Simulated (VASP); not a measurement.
# SrO (I4/mmm) in VASP: settings compared

The runs below take SrO through single point, with PBE, r2SCAN.

Program: VASP 6.6.1. These are calculated values, not measurements. Logs are shortened: lines on timing, memory, paths and dates and some standing lists are left out, and cuts for length are marked.

### Step 1. The cell of the first run

The structure is tetragonal, space group I4/mmm (No. 139). The conventional cell has a = 3.458 Å, b = 3.458 Å, c = 5.321 Å, α = 90.00°, β = 90.00°, γ = 90.00°. Within 3.2 Å of Sr (site symmetry 4/mmm) lie 6 O at 2.45 to 2.66 Å. O (site symmetry 4/mmm) has 6 Sr at 2.45 to 2.66 Å within 3.2 Å.

### Step 2. Single point, PBE (epitaxial xy strain -5.2%)

INCAR

```
PREC = Accurate
ENCUT = 520
EDIFF = 1E-6
ISMEAR = -1
SIGMA = 0.02
LREAL = F
LASPH = T
NELM = 80
ALGO = Normal
ISIF = 2
LWAVE = F
LCHARG = T
GGA = PE
LELF = T
LVHAR = T
NBANDS = 15
```

KPOINTS

```
regular mesh
0
Gamma
  8 8 8
```

POSCAR

```
SrO
1.0
    0.0000000000      2.4454803062      2.6606513507
    2.4454803062      0.0000000000      2.6606513507
    2.4454803062      2.4454803062      0.0000000000
Sr O
1 1
Direct
    0.5000000000      0.5000000000      0.5000000000
    0.0000000000      0.0000000000      0.0000000000
```

Potentials or basis: VASP PAW PBE potentials, release 64 (Sr_sv, O).

Run with:

```bash
$ cat potpaw_PBE.64/Sr_sv/POTCAR potpaw_PBE.64/O/POTCAR > POTCAR
$ mpirun -np 1 vasp_std > vasp.out
```

OUTCAR:

```text
PREC = Accurate
   ENCUT = 520
   EDIFF = 1E-6
   ISMEAR = -1
   LREAL = F
   LASPH = T
   NELM = 80
   ISIF = 2
   GGA = PE

 ion  position               nearest neighbor table
   1  0.500  0.500  0.500-   2 2.45   2 2.45   2 2.45   2 2.45   2 2.66   2 2.66
   2  0.000  0.000  0.000-   1 2.45   1 2.45   1 2.45   1 2.45   1 2.66   1 2.66

  LATTYP: Found a body centered tetragonal cell.
 ALAT       =     3.4584314155
 C/A-ratio  =     1.5386463000

  Lattice vectors:

 A1 = (  -2.4454803062,   0.0000000000,   2.6606513507)
 A2 = (   2.4454803062,   0.0000000000,   2.6606513507)
 A3 = (   0.0000000000,   2.4454803062,  -2.6606513507)

Analysis of symmetry for initial positions (statically):
=====================================================================
 Subroutine PRICEL returns:
 Original cell was already a primitive cell.

 Routine SETGRP: Setting up the symmetry group for a
 body centered tetragonal supercell.

 Subroutine GETGRP returns: Found 16 space group operations
 (whereof 16 operations were pure point group operations)
 out of a pool of 16 trial point group operations.

The static configuration has the point symmetry D_4h.

Analysis of symmetry for dynamics (positions and initial velocities):
=====================================================================
 Subroutine PRICEL returns:
 Original cell was already a primitive cell.

 Routine SETGRP: Setting up the symmetry group for a
 body centered tetragonal supercell.

 Subroutine GETGRP returns: Found 16 space group operations
 (whereof 16 operations were pure point group operations)
 out of a pool of 16 trial point group operations.

The dynamic configuration has the point symmetry D_4h.

 Subroutine INISYM returns: Found 16 space group operations
 (whereof 16 operations are pure point group operations),
 and found     1 'primitive' translations

----------------------------------------------------------------------------------------

                                     Primitive cell

  volume of cell :      31.8234

  direct lattice vectors                    reciprocal lattice vectors
     0.000000000  2.445480306  2.660651351    -0.204458813  0.204458813  0.187923908
     2.445480306  0.000000000  2.660651351     0.204458813 -0.204458813  0.187923908
     2.445480306  2.445480306  0.000000000     0.204458813  0.204458813 -0.187923908

  length of vectors
     3.613784656  3.613784656  3.458431416     0.344850993  0.344850993  0.344850993

  position of ions in fractional coordinates (direct lattice)
     0.500000000  0.500000000  0.500000000
     0.000000000  0.000000000  0.000000000

  ion indices of the primitive-cell ions
   primitive index   ion index
                 1           1
                 2           2

----------------------------------------------------------------------------------------

 KPOINTS: regular mesh

Automatic generation of k-mesh.
 Grid dimensions read from file:
 generate k-points for:    8    8    8

 Generating k-lattice:

  Cartesian coordinates                     Fractional coordinates (reciprocal lattice)
    -0.025557352  0.025557352  0.023490489     0.125000000  0.000000000  0.000000000
     0.025557352 -0.025557352  0.023490489     0.000000000  0.125000000  0.000000000
     0.025557352  0.025557352 -0.023490489    -0.000000000 -0.000000000  0.125000000

  Length of vectors
     0.043106374  0.043106374  0.043106374

  Shift w.r.t. Gamma in fractional coordinates (k-lattice)
     0.000000000  0.000000000  0.000000000

 Subroutine IBZKPT returns following result:
 ===========================================

 Found     59 irreducible k-points:

 Following reciprocal coordinates:
            Coordinates               Weight
  0.000000  0.000000  0.000000      1.000000
  0.125000  0.000000  0.000000      8.000000
  0.250000  0.000000  0.000000      8.000000
  0.375000  0.000000  0.000000      8.000000
  0.500000  0.000000  0.000000      4.000000
  0.125000  0.125000  0.000000      2.000000
[... 16 lines left out ...]
  0.250000  0.000000  0.125000     16.000000
  0.375000  0.000000  0.125000     16.000000
 [... further k-points ...]
   k-points           NKPTS =     59   k-points in BZ     NKDIM =     59   number of bands    NBANDS=     15
   number of dos      NEDOS =    301   number of ions     NIONS =      2
   total plane-waves  NPLWV =  21952
   dimension x,y,z NGX =    28 NGY =   28 NGZ =   28
   dimension x,y,z NGXF=    56 NGYF=   56 NGZF=   56
   ions per type =               1   1
   NGX,Y,Z   is equivalent  to a cutoff of  12.88, 12.88, 13.46 a.u.
   NGXF,Y,Z  is equivalent  to a cutoff of  25.76, 25.76, 26.92 a.u.
 SYSTEM =  unknown system
   PREC   = accura    normal or accurate (medium, high low for compatibility)
   ISTART =      0    job   : 0-new  1-cont  2-samecut
   ICHARG =      2    charge: 1-file 2-atom 10-const
   ISPIN  =      1    spin polarized calculation?
   LNONCOLLINEAR =      F non collinear calculations
   LSORBIT =      F    spin-orbit coupling
   LASPH  =      T    aspherical Exc in radial PAW
   ENCUT  =  520.0 eV  38.22 Ry    6.18 a.u.   6.72  6.72  6.43*2*pi/ulx,y,z
   NELM   =     80;   NELMIN=  2; NELMDL= -5     # of ELM steps
   EDIFF  = 0.1E-05   stopping-criterion for ELM
   LREAL  =      F    real-space projection
   EDIFFG = 0.1E-04   stopping-criterion for IOM
   NSW    =      0    number of steps for IOM
   IBRION =     -1    ionic relax: 0-MD 1-quasi-New 2-CG
   NFREE  =      0    steps in history (QN), initial steepest desc. (CG)
   ISIF   =      2    stress and relaxation
   ISYM   =      2    0-nonsym 1-usesym 2-fastsym
   POTIM  = 0.5000    time-step for ionic-motion
   TEBEG  =    0.0;   TEEND  =   0.0 temperature during run
   PSTRESS=    0.0 pullay stress
   NELECT =      16.0000    total number of electrons
   NUPDOWN=      -1.0000    fix difference up-down
   EMIN   =  10.00;   EMAX   =-10.00  energy-range for DOS
   EFERMI =   0.00;   METHOD = LEGACY
   ISMEAR =    -1;   SIGMA  =   0.02  broadening in eV -4-tet -1-fermi 0-gaus
   EFERMI_NEDOS =   21; number of points for ismear=-14 and -15
   IALGO  =     38    algorithm
   IMIX   =      4    mixing-type and parameters
     AMIX     =   0.40;   BMIX     =  1.00
     AMIX_MAG =   1.60;   BMIX_MAG =  1.00
  volume/ion in A,a.u.               =      15.91       107.38
  Fermi-wavevector in a.u.,A,eV,Ry     =   1.301765  2.459980 23.056340  1.694593
  Thomas-Fermi vector in A             =   2.432878
   LORBIT       =      0    0 simple, 1 ext, 2 COOP (PROOUT), +10 PAW based schemes
   GGA     = PE    functional components
   LHFCALC =     F    Hartree Fock is set to
   AEXX    =    0.0000 exact exchange contribution
   IVDW    =     0    specifies the selected vdW correction
   LEPSILON=     F    determine dielectric tensor
   LRPA    =     F    only Hartree local field effects (RPA)
 non-spin polarized calculation
  energy-cutoff  :      520.00
  volume of cell :       31.82
 maximum number of plane-waves:       870
   NGX = 13   NGY = 13   NGZ = 13

 number of electron      15.9999999 magnetization

 Free energy of the ion-electron system (eV)
  ---------------------------------------------------
  ext. energy  EPLUGINS =         0.00000000
  ---------------------------------------------------
  free energy    TOTEN  =       -11.85767845 eV

  energy without entropy =      -11.85767845  energy(sigma->0) =      -11.85767845

 E-fermi :   2.5536     XC(G=0): -10.3289

 val. band max:        2.1366259507   @ k =   0.5000   0.0000   0.5000
 cond. band min:       5.1452266352   @ k =   0.5000   0.0000   0.5000
 fundamental gap:      3.0086006845
 Fermi energy:         2.5535650742

 k-point     1 :       0.0000    0.0000    0.0000
  band No.  band energies     occupation
      1     -30.1546      2.00000
      2     -13.1967      2.00000
      3     -11.7684      2.00000
      4     -11.6997      2.00000
      5     -11.6997      2.00000
      6       1.7838      2.00000
      7       2.1139      2.00000
      8       2.1139      2.00000
      9       6.2329      0.00000
     10       7.9169      0.00000
     11       8.6209      0.00000
     12       8.6209      0.00000
     13      10.3999      0.00000
     14      11.2693      0.00000
     15      15.0900      0.00000

 k-point     2 :       0.1250    0.0000    0.0000
  band No.  band energies     occupation
      1     -30.1274      2.00000
      2     -13.5852      2.00000
      3     -11.7886      2.00000
      4     -11.7000      2.00000
      5     -11.3753      2.00000
      6       1.4595      2.00000
      7       1.7557      2.00000
      8       1.8633      2.00000
      9       6.9252      0.00000
     10       8.1010      0.00000
     11       8.6426      0.00000
     12       8.9221      0.00000
     13      10.8597      0.00000
     14      11.7524      0.00000
     15      16.1625      0.00000

 k-point     3 :       0.2500    0.0000    0.0000
  band No.  band energies     occupation
      1     -30.0610      2.00000
      2     -14.2303      2.00000
      3     -11.8564      2.00000
      4     -11.7005      2.00000
      5     -10.8645      2.00000
      6       0.6467      2.00000
      7       1.2359      2.00000
      8       1.3265      2.00000
      9       8.1858      0.00000
     10       8.4885      0.00000
     11       9.4855      0.00000
     12       9.7500      0.00000
     13      11.9877      0.00000
     14      12.9276      0.00000
     15      18.2805      0.00000
[... 343 lines left out ...]
 k-point    23 :       0.2500    0.0000    0.1250
  band No.  band energies     occupation
      1     -30.0597      2.00000
      2     -14.1318      2.00000
      3     -11.8908      2.00000
      4     -11.8287      2.00000
      5     -10.8682      2.00000
      6       0.6110      2.00000
      7       1.4035      2.00000
      8       1.7292      2.00000
      9       7.4089      0.00000
     10       7.8404      0.00000
     11       9.7302      0.00000
     12      10.1601      0.00000
     13      11.5883      0.00000
     14      13.2269      0.00000
     15      18.4305      0.00000

 k-point    24 :       0.3750    0.0000    0.1250
  band No.  band energies     occupation
      1     -29.9928      2.00000
      2     -14.5565      2.00000
      3     -11.9596      2.00000
      4     -11.8253      2.00000
      5     -10.6790      2.00000
      6       0.2291      2.00000
      7       0.9689      2.00000
      8       1.2319      2.00000
      9       7.7397      0.00000
     10       9.1998      0.00000
     11      10.8609      0.00000
     12      11.1461      0.00000
     13      12.9337      0.00000
     14      14.1514      0.00000
     15      18.5306      0.00000

 [... further k-points ...]

------------------------ aborting loop because EDIFF is reached ----------------------------------------

  FORCE on cell =-STRESS in cart. coord.  units (eV):
  Direction    XX          YY          ZZ          XY          YZ          ZX
  --------------------------------------------------------------------------------------
  -------------------------------------------------------------------------------------
  Total        3.5479168      3.5479168      0.4913908      0.0000000     -0.0000000      0.0000000
  in kB      178.6231345    178.6231345     24.7395198      0.0000000     -0.0000000      0.0000000
  external PRESSURE =     127.3285963 kB  Pullay stress =       0.0000000 kB

 VOLUME and BASIS-vectors are now :
 -----------------------------------------------------------------------------
  energy-cutoff  :      520.00
  volume of cell :       31.82
      direct lattice vectors                 reciprocal lattice vectors
     0.000000000  2.445480306  2.660651351    -0.204458813  0.204458813  0.187923908
     2.445480306  0.000000000  2.660651351     0.204458813 -0.204458813  0.187923908
     2.445480306  2.445480306  0.000000000     0.204458813  0.204458813 -0.187923908

 POSITION                                       TOTAL-FORCE (eV/Angst)
 -----------------------------------------------------------------------------------
      2.44548      2.44548      2.66065         0.000000     -0.000000     -0.000000
      0.00000      0.00000      0.00000        -0.000000      0.000000      0.000000
 -----------------------------------------------------------------------------------
    total drift:                                0.000000      0.000000      0.000000

  FREE ENERGIE OF THE ION-ELECTRON SYSTEM (eV)
  ---------------------------------------------------
  free  energy   TOTEN  =       -11.8576784455 eV

  energy  without entropy=      -11.8576784455  energy(sigma->0) =      -11.85767845
```

It took 59 s on 1 thread of Intel Xeon 8259CL, shared host; peak memory 0.18 GiB.

Results:

```
Free energy            : -11.8577 eV
Pressure               : 12.7 GPa
Band gap on the k mesh : 3.01 eV
```

Caveat: the cell differs from its parent crystal (epitaxial xy strain -5.2%); the cell stands under pressure. A k mesh can miss the band edges.

### Step 3. Single point, r2SCAN (epitaxial xy strain -5.2%)

POSCAR is that of step 2.

INCAR.step1

```
SYSTEM = SrO
ALGO     = Normal         ! electronic algorithm
EDIFF    = 1E-4           ! SCF threshold, eV
ENCUT    = 520            ! plane-wave cutoff, eV
GGA      = PE             ! functional
ISMEAR   = 0              ! smearing method
LASPH    = .TRUE.         ! aspherical terms in the spheres
LCHARG   = .FALSE.        ! write CHGCAR
LREAL    = .FALSE.        ! projectors in reciprocal space
LWAVE    = .TRUE.         ! write WAVECAR
NBANDS   = 15             ! bands
NELM     = 80             ! most SCF steps
PREC     = Accurate       ! precision mode
SIGMA    = 0.01           ! smearing width, eV
```

INCAR.step2

```
SYSTEM = SrO
ALGO     = Normal         ! electronic algorithm
EDIFF    = 1E-6           ! SCF threshold, eV
ENCUT    = 520            ! plane-wave cutoff, eV
ISIF     = 2              ! what is computed and relaxed
ISMEAR   = 0              ! smearing method
ISTART   = 1            
LASPH    = .TRUE.         ! aspherical terms in the spheres
LCHARG   = .FALSE.        ! write CHGCAR
LMIXTAU  = .TRUE.       
LREAL    = .FALSE.        ! projectors in reciprocal space
LWAVE    = .FALSE.        ! write WAVECAR
METAGGA  = R2SCAN         ! meta-GGA
NBANDS   = 15             ! bands
NELM     = 80             ! most SCF steps
PREC     = Accurate       ! precision mode
SIGMA    = 0.01           ! smearing width, eV
```

KPOINTS

```
k-points
0
G
  8 8 8
  0 0 0
```

Potentials or basis: VASP PAW PBE potentials, release 64 (Sr_sv, O).

Run with:

```bash
$ cat potpaw_PBE.64/Sr_sv/POTCAR potpaw_PBE.64/O/POTCAR > POTCAR
$ cp INCAR.step1 INCAR
$ mpirun -np 1 vasp_std > vasp.out
$ cp INCAR.step2 INCAR
$ mpirun -np 1 vasp_std > vasp.out
```

Run time: 4.1 min. Hardware: 1 thread of Intel Xeon 8259CL, shared host; peak memory 0.18 GiB.

Results (log left out):

- Free energy: -26.8890 eV
- Pressure: 11.1 GPa
- Band gap on the k mesh: 3.47 eV

Stress tensor (GPa, compression positive):
```
16.45  0.00  0.00
 0.00 16.45  0.00
 0.00  0.00  0.35
```

Levels at points of the mesh, in eV from the valence-band top:
```csv
k point,band 4,band 5,band 6,band 7,band 8,band 9,band 10,band 11,band 12,band 13
"(0.00, 0.00, 0.00)",-14.30,-14.30,-0.36,-0.03,-0.03,4.77,6.35,7.05,7.05,8.99
"(0.50, 0.00, 0.00)",-14.29,-13.12,-2.40,-1.46,-1.45,7.23,9.42,9.75,9.83,12.61
"(0.50, 0.50, 0.00)",-14.64,-14.64,-0.80,-0.06,-0.06,3.77,8.96,11.32,11.35,12.06
"(0.50, 0.00, 0.50)",-14.92,-14.76,-0.44,-0.23,0.00,3.47,8.77,11.37,11.45,11.59
```

Caveat: the cell differs from its parent crystal (epitaxial xy strain -5.2%); the cell stands under pressure; the PAW data sets were made with another functional, which shifts forces and pressure a little.
